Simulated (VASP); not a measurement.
# C (I4_1/amd) in VASP: notebook

Runs on C. Level: r2SCAN. Tasks: single point.

Program: VASP 6.6.1. These are calculated values, not measurements. Logs are shortened: lines on timing, memory, paths and dates and some standing lists are left out, and cuts for length are marked.

## 1. The cell of the first run

It takes space group I4_1/amd (No. 141, tetragonal). Conventional cell: a = 2.522 Å, b = 2.522 Å, c = 3.852 Å, α = 90.00°, β = 90.00°, γ = 90.00°. C (site symmetry -4m2) has 4 C at 1.59 Å within 2.1 Å.

## 2. Single point, r2SCAN (strain +0.000 along x and y, +0.080 along z)

The input, POSCAR:

```
C
1.0
    0.0000000000      1.7834000000      1.9260720000
    1.7834000000      0.0000000000      1.9260720000
    1.7834000000      1.7834000000      0.0000000000
C
2
Direct
    0.5000000000      0.5000000000      0.5000000000
    0.7500000000      0.7500000000      0.7500000000
```

The input, INCAR.step1:

```
PREC     = Accurate       # precision mode
ENCUT    = 520            # plane-wave cutoff, eV
ISMEAR   = 0              # smearing method
SIGMA    = 0.05           # smearing width, eV
LREAL    = False          # projectors in reciprocal space
LASPH    = True           # aspherical terms in the spheres
NELM     = 100            # most SCF steps
NBANDS   = 11             # bands
GGA      = PE             # functional
ALGO     = Normal         # electronic algorithm
EDIFF    = 1E-4           # SCF threshold, eV
LWAVE    = True           # write WAVECAR
LCHARG   = False          # write CHGCAR
```

The input, INCAR.step2:

```
PREC     = Accurate       # precision mode
ENCUT    = 520            # plane-wave cutoff, eV
EDIFF    = 1E-6           # SCF threshold, eV
ISMEAR   = 0              # smearing method
SIGMA    = 0.05           # smearing width, eV
LREAL    = False          # projectors in reciprocal space
LASPH    = True           # aspherical terms in the spheres
NELM     = 100            # most SCF steps
ALGO     = Normal         # electronic algorithm
ISIF     = 2              # what is computed and relaxed
LWAVE    = False          # write WAVECAR
LCHARG   = False          # write CHGCAR
METAGGA  = R2SCAN         # meta-GGA
LMIXTAU  = True         
NBANDS   = 11             # bands
ISTART   = 1
```

The input, KPOINTS:

```
Automatic mesh
0
Gamma
  12 12 12
```

Potentials or basis: VASP PAW PBE potentials, release 64 (C).

The run is started by

```sh
$ cat potpaw_PBE.64/C/POTCAR > POTCAR
$ cp INCAR.step1 INCAR
$ mpirun -np 1 vasp_std > vasp.out
$ cp INCAR.step2 INCAR
$ mpirun -np 1 vasp_std > vasp.out
```

OUTCAR:

```text
PREC = Accurate
   ENCUT = 520
   EDIFF = 1E-6
   ISMEAR = 0
   LREAL = False
   LASPH = True
   NELM = 100
   ISIF = 2
   METAGGA = R2SCAN
   ISTART = 1

 ion  position               nearest neighbor table
   1  0.500  0.500  0.500-   2 1.59   2 1.59   2 1.59   2 1.59
   2  0.750  0.750  0.750-   1 1.59   1 1.59   1 1.59   1 1.59

  LATTYP: Found a body centered tetragonal cell.
 ALAT       =     2.5221084671
 C/A-ratio  =     1.5273506474

  Lattice vectors:

 A1 = (  -1.7834000000,   0.0000000000,   1.9260720000)
 A2 = (   1.7834000000,   0.0000000000,   1.9260720000)
 A3 = (   0.0000000000,   1.7834000000,  -1.9260720000)

Analysis of symmetry for initial positions (statically):
=====================================================================
 Subroutine PRICEL returns:
 Original cell was already a primitive cell.

 Routine SETGRP: Setting up the symmetry group for a
 body centered tetragonal supercell.

 Subroutine GETGRP returns: Found 16 space group operations
 (whereof  8 operations were pure point group operations)
 out of a pool of 16 trial point group operations.

The static configuration has the point symmetry D_2d.
 The point group associated with its full space group is D_4h.

Analysis of symmetry for dynamics (positions and initial velocities):
=====================================================================
 Subroutine PRICEL returns:
 Original cell was already a primitive cell.

 Routine SETGRP: Setting up the symmetry group for a
 body centered tetragonal supercell.

 Subroutine GETGRP returns: Found 16 space group operations
 (whereof  8 operations were pure point group operations)
 out of a pool of 16 trial point group operations.

The dynamic configuration has the point symmetry D_2d.
 The point group associated with its full space group is D_4h.

 Subroutine INISYM returns: Found 16 space group operations
 (whereof  8 operations are pure point group operations),
 and found     1 'primitive' translations

----------------------------------------------------------------------------------------

                                     Primitive cell

  volume of cell :      12.2518

  direct lattice vectors                    reciprocal lattice vectors
     0.000000000  1.783400000  1.926072000    -0.280363351  0.280363351  0.259595695
     1.783400000  0.000000000  1.926072000     0.280363351 -0.280363351  0.259595695
     1.783400000  1.783400000  0.000000000     0.280363351  0.280363351 -0.259595695

  length of vectors
     2.624932172  2.624932172  2.522108467     0.473916809  0.473916809  0.473916809

  position of ions in fractional coordinates (direct lattice)
     0.500000000  0.500000000  0.500000000
     0.750000000  0.750000000  0.750000000

  ion indices of the primitive-cell ions
   primitive index   ion index
                 1           1
                 2           2

----------------------------------------------------------------------------------------

 KPOINTS: Automatic mesh

Automatic generation of k-mesh.
 Grid dimensions read from file:
 generate k-points for:   12   12   12

 Generating k-lattice:

  Cartesian coordinates                     Fractional coordinates (reciprocal lattice)
    -0.023363613  0.023363613  0.021632975     0.083333333  0.000000000  0.000000000
     0.023363613 -0.023363613  0.021632975     0.000000000  0.083333333  0.000000000
     0.023363613  0.023363613 -0.021632975     0.000000000  0.000000000  0.083333333

  Length of vectors
     0.039493067  0.039493067  0.039493067

  Shift w.r.t. Gamma in fractional coordinates (k-lattice)
     0.000000000  0.000000000  0.000000000

 Subroutine IBZKPT returns following result:
 ===========================================

 Found    163 irreducible k-points:

 Following reciprocal coordinates:
            Coordinates               Weight
  0.000000  0.000000  0.000000      1.000000
  0.083333  0.000000  0.000000      8.000000
  0.166667 -0.000000  0.000000      8.000000
  0.250000 -0.000000  0.000000      8.000000
  0.333333  0.000000  0.000000      8.000000
  0.416667  0.000000  0.000000      8.000000
[... 16 lines left out ...]
  0.500000  0.166667  0.000000      8.000000
 -0.416667  0.166667  0.000000      8.000000
 [... further k-points ...]
   k-points           NKPTS =    163   k-points in BZ     NKDIM =    163   number of bands    NBANDS=     11
   number of dos      NEDOS =    301   number of ions     NIONS =      2
   total plane-waves  NPLWV =   8000
   dimension x,y,z NGX =    20 NGY =   20 NGZ =   20
   dimension x,y,z NGXF=    40 NGYF=   40 NGZF=   40
   ions per type =               2
   NGX,Y,Z   is equivalent  to a cutoff of  12.67, 12.67, 13.18 a.u.
   NGXF,Y,Z  is equivalent  to a cutoff of  25.33, 25.33, 26.37 a.u.
 SYSTEM =  unknown system
   PREC   = accura    normal or accurate (medium, high low for compatibility)
   ISTART =      1    job   : 0-new  1-cont  2-samecut
   ICHARG =      0    charge: 1-file 2-atom 10-const
   ISPIN  =      1    spin polarized calculation?
   LNONCOLLINEAR =      F non collinear calculations
   LSORBIT =      F    spin-orbit coupling
   LASPH  =      T    aspherical Exc in radial PAW
   ENCUT  =  520.0 eV  38.22 Ry    6.18 a.u.   4.88  4.88  4.69*2*pi/ulx,y,z
   NELM   =    100;   NELMIN=  2; NELMDL=  0     # of ELM steps
   EDIFF  = 0.1E-05   stopping-criterion for ELM
   LREAL  =      F    real-space projection
   EDIFFG = 0.1E-04   stopping-criterion for IOM
   NSW    =      0    number of steps for IOM
   IBRION =     -1    ionic relax: 0-MD 1-quasi-New 2-CG
   NFREE  =      0    steps in history (QN), initial steepest desc. (CG)
   ISIF   =      2    stress and relaxation
   ISYM   =      2    0-nonsym 1-usesym 2-fastsym
   POTIM  = 0.5000    time-step for ionic-motion
   TEBEG  =    0.0;   TEEND  =   0.0 temperature during run
   PSTRESS=    0.0 pullay stress
   NELECT =       8.0000    total number of electrons
   NUPDOWN=      -1.0000    fix difference up-down
   EMIN   =  10.00;   EMAX   =-10.00  energy-range for DOS
   EFERMI =   0.00;   METHOD = LEGACY
   ISMEAR =     0;   SIGMA  =   0.05  broadening in eV -4-tet -1-fermi 0-gaus
   EFERMI_NEDOS =   21; number of points for ismear=-14 and -15
   IALGO  =     38    algorithm
   IMIX   =      4    mixing-type and parameters
     AMIX     =   0.40;   BMIX     =  1.00
     AMIX_MAG =   1.60;   BMIX_MAG =  1.00
  volume/ion in A,a.u.               =       6.13        41.34
  Fermi-wavevector in a.u.,A,eV,Ry     =   1.420272  2.683925 27.445293  2.017172
  Thomas-Fermi vector in A             =   2.541205
   LORBIT       =      0    0 simple, 1 ext, 2 COOP (PROOUT), +10 PAW based schemes
   METAGGA = R2SCAN    functional components
   LHFCALC =     F    Hartree Fock is set to
   AEXX    =    0.0000 exact exchange contribution
   IVDW    =     0    specifies the selected vdW correction
   LEPSILON=     F    determine dielectric tensor
   LRPA    =     F    only Hartree local field effects (RPA)
 non-spin polarized calculation
 Gauss-broadening in eV      SIGMA  =   0.05
  energy-cutoff  :      520.00
  volume of cell :       12.25
 maximum number of plane-waves:       344
   NGX =  9   NGY =  9   NGZ =  9

 number of electron       8.0000001 magnetization

 Free energy of the ion-electron system (eV)
  ---------------------------------------------------
  ext. energy  EPLUGINS =         0.00000000
  ---------------------------------------------------
  free energy    TOTEN  =       -19.41887418 eV

  energy without entropy =      -19.41887418  energy(sigma->0) =      -19.41887418

 E-fermi :   9.3754     XC(G=0): -13.8456

 val. band max:        9.0517249644   @ k =   0.0000   0.0000   0.0000
 cond. band min:      12.2506692504   @ k =   0.3333   0.0000   0.3333
 fundamental gap:      3.1989442860
 Fermi energy:         9.3753532054

 k-point     1 :       0.0000    0.0000    0.0000
  band No.  band energies     occupation
      1     -13.0206      2.00000
      2       7.8033      2.00000
      3       9.0517      2.00000
      4       9.0517      2.00000
      5      13.9819      0.00000
      6      13.9819      0.00000
      7      14.9753      0.00000
      8      20.5108      0.00000
      9      28.0663      0.00000
     10      32.7287      0.00000
     11      34.1806      0.00000

 k-point     2 :       0.0833    0.0000    0.0000
  band No.  band energies     occupation
      1     -12.8295      2.00000
      2       7.0866      2.00000
      3       8.2043      2.00000
      4       8.7540      2.00000
      5      14.4105      0.00000
      6      14.4136      0.00000
      7      15.5777      0.00000
      8      20.7760      0.00000
      9      28.3999      0.00000
     10      31.2576      0.00000
     11      34.7679      0.00000

 k-point     3 :       0.1667   -0.0000    0.0000
  band No.  band energies     occupation
      1     -12.2590      2.00000
      2       4.8044      2.00000
      3       7.2040      2.00000
      4       8.1211      2.00000
      5      15.0342      0.00000
      6      15.3800      0.00000
      7      16.6405      0.00000
      8      21.5663      0.00000
      9      29.0078      0.00000
     10      30.3593      0.00000
     11      32.8508      0.00000

 k-point     4 :       0.2500   -0.0000    0.0000
  band No.  band energies     occupation
      1     -11.3199      2.00000
      2       2.0082      2.00000
      3       6.3713      2.00000
      4       7.4842      2.00000
      5      15.3858      0.00000
      6      16.3679      0.00000
      7      17.4617      0.00000
      8      22.6831      0.00000
      9      29.1708      0.00000
     10      30.8924      0.00000
     11      32.0157      0.00000
[... 239 lines left out ...]
 k-point    22 :       0.4167    0.1667    0.0000
  band No.  band energies     occupation
      1      -9.1290      2.00000
      2      -1.0085      2.00000
      3       3.5625      2.00000
      4       5.3381      2.00000
      5      16.2462      0.00000
      6      18.7416      0.00000
      7      19.7054      0.00000
      8      22.2408      0.00000
      9      29.4953      0.00000
     10      30.0129      0.00000
     11      36.3675      0.00000

 k-point    23 :       0.5000    0.1667    0.0000
  band No.  band energies     occupation
      1      -7.6227      2.00000
      2      -3.1728      2.00000
      3       2.8238      2.00000
      4       5.4684      2.00000
      5      16.6793      0.00000
      6      18.6835      0.00000
      7      19.5083      0.00000
      8      23.7714      0.00000
      9      28.8672      0.00000
     10      31.6879      0.00000
     11      35.4661      0.00000

 k-point    24 :      -0.4167    0.1667    0.0000
  band No.  band energies     occupation
      1      -6.9811      2.00000
      2      -3.9369      2.00000
      3       2.3998      2.00000
      4       5.8642      2.00000
      5      17.1753      0.00000
      6      18.5714      0.00000
      7      18.9737      0.00000
      8      24.1231      0.00000
      9      28.8723      0.00000
     10      32.8489      0.00000
     11      33.2102      0.00000

 [... further k-points ...]
[... 5 lines left out ...]
  --------------------------------------------------------------------------------------
  -------------------------------------------------------------------------------------
  Total       -0.4472423     -0.4472423     -6.1527148      0.0000000     -0.0000000     -0.0000000
  in kB      -58.4862001    -58.4862001   -804.5950016      0.0000000     -0.0000000     -0.0000000
  external PRESSURE =    -307.1891339 kB  Pullay stress =       0.0000000 kB

 VOLUME and BASIS-vectors are now :
 -----------------------------------------------------------------------------
  energy-cutoff  :      520.00
  volume of cell :       12.25
      direct lattice vectors                 reciprocal lattice vectors
     0.000000000  1.783400000  1.926072000    -0.280363351  0.280363351  0.259595695
     1.783400000  0.000000000  1.926072000     0.280363351 -0.280363351  0.259595695
     1.783400000  1.783400000  0.000000000     0.280363351  0.280363351 -0.259595695

 POSITION                                       TOTAL-FORCE (eV/Angst)
 -----------------------------------------------------------------------------------
      1.78340      1.78340      1.92607        -0.000000     -0.000000      0.000000
      2.67510      2.67510      2.88911         0.000000      0.000000      0.000000
 -----------------------------------------------------------------------------------
    total drift:                                0.000000     -0.000000      0.000000

  FREE ENERGIE OF THE ION-ELECTRON SYSTEM (eV)
  ---------------------------------------------------
  free  energy   TOTEN  =       -19.4188741823 eV

  energy  without entropy=      -19.4188741823  energy(sigma->0) =      -19.41887418
```

Run time: 1.9 min. Hardware: 1 thread of AMD EPYC 9R45, shared host; peak memory 0.1 GiB.

What came out:

```yaml
Free_energy: -19.4189 eV
Pressure: -30.7 GPa
Band_gap_on_the_k_mesh: 3.20 eV, indirect (least direct gap 4.93 eV)
```

Stress tensor (GPa, compression positive):
```
 -5.85   0.00   0.00
  0.00  -5.85   0.00
  0.00   0.00 -80.46
```

Caveat: the cell differs from its parent crystal (strain +0.000 along x and y, +0.080 along z); the PAW data sets were made with another functional, which shifts forces and pressure a little. A k mesh can miss the band edges.

[end of part 1 of 2]
